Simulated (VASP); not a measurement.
Input of a VASP 6.6.1 run:

Contents of INCAR:

```
PREC = Accurate
ENCUT = 520
EDIFF = 1E-6
ISMEAR = -1
SIGMA = 0.01
LREAL = F
LASPH = T
NELM = 80
ALGO = Normal
ISIF = 2
LWAVE = F
LCHARG = F
GGA = PS
NBANDS = 28
```

Contents of KPOINTS:

```
Automatic mesh
0
Gamma
  8 8 6
```

POSCAR

```
SnO
1.0
    3.8020000000     -0.0380200000     -0.0380200000
   -0.0380200000      3.8020000000     -0.0380200000
   -0.0483600000     -0.0483600000      4.8360000000
Sn O
2 2
Direct
    0.0000000000      0.5000000000      0.2385000000
    0.5000000000      0.0000000000      0.7615000000
    0.0000000000      0.0000000000      0.0000000000
    0.5000000000      0.5000000000      0.0000000000
```

Potentials or basis: VASP PAW PBE potentials, release 64 (Sn_d, O).

The run is started by

```sh
$ cat potpaw_PBE.64/Sn_d/POTCAR potpaw_PBE.64/O/POTCAR > POTCAR
$ mpirun -np 1 vasp_std > vasp.out
```

(1) Predict the largest force.

(2) What does it give for the band gap on the k mesh?

(3) Predict the pressure.

Results:

(1) 0.235 eV/Å.

(2) zero (bands 20 and 21 overlap by 0.02 eV).

(3) 0.3 GPa.

Caveat: the cell differs from its parent crystal (equal xy, yz and zx shear strains of -2 %); semilocal functionals underestimate gaps, so a narrow gap can read as zero; the PAW data sets were made with another functional, which shifts forces and pressure a little; spin-orbit coupling is left out, which moves the levels of the heavy elements.
